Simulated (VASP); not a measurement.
Write the native input for VASP 6.6.1 that does the following.

* Task: relaxation of cell and atoms
* Functional: LDA
* Potentials or basis: VASP PAW LDA potentials, release 64 (Al, N)
* Cutoff: 600 eV
* k mesh: 6 × 6 × 4
* Occupations: gaussian, width 0.02 eV
* Spin: no spin polarisation
* Dipole correction: no
* Further INCAR settings: ALGO = Normal; EDIFF = 1e-07; IBRION = 2; EDIFFG = -0.002; NSW = 100; ISIF = 3

The structure of AlN (vib) lies in POSCAR:

```
AlN
1.0
    3.2736781483      0.0000000000      0.0000000000
   -1.6368390742      2.8350884403      0.0000000000
    0.0000000000      0.0000000000      4.1081446082
Al N
2 2
Direct
    0.3333333333      0.6666666667      0.7500000000
    0.6666666667      0.3333333333      0.2500000000
    0.3333333333      0.6666666667      0.2500000000
    0.6666666667      0.3333333333      0.7500000000
```

One way to write it, as run:

INCAR

```
SYSTEM = AlN
ALGO = Normal
EDIFF = 1E-7
EDIFFG = -0.002
ENCUT = 600
GGA_COMPAT = .FALSE.
IBRION = 2
ISIF = 3
ISMEAR = 0
LASPH = .TRUE.
LCHARG = .FALSE.
LREAL = .FALSE.
LWAVE = .FALSE.
NELM = 120
NELMIN = 4
NSW = 100
PREC = Accurate
SIGMA = 0.02
```

KPOINTS

```
k-points
0
G
  6 6 4
  0 0 0
```

Potentials or basis: VASP PAW LDA potentials, release 64 (Al, N).

Command:

```console
$ cat potpaw_LDA.64/Al/POTCAR potpaw_LDA.64/N/POTCAR > POTCAR
$ mpirun -np 1 vasp_std > vasp.out
```

It gave:

```json
{"Relaxed volume": "9.55 Å³/atom", "Relaxed cell": "a = 3.279 Å, b = 3.279 Å, c = 4.102 Å, α = 90.00°, β = 90.00°, γ = 120.00°", "Space group after relaxing (to 0.05 Å)": "P6_3/mmc (No. 194)", "Energy gained by relaxing": "0.1 meV/atom", "Ionic steps": "5", "Pressure after relaxing": "0.0 GPa", "Band gap on the k mesh": "3.61 eV, direct"}
```

Run time: 45 s on 1 thread of Intel(R) Xeon(R) Platinum 8375C CPU @ 2.90GHz (Ice Lake) (shared host), peak memory 0.14 GiB.
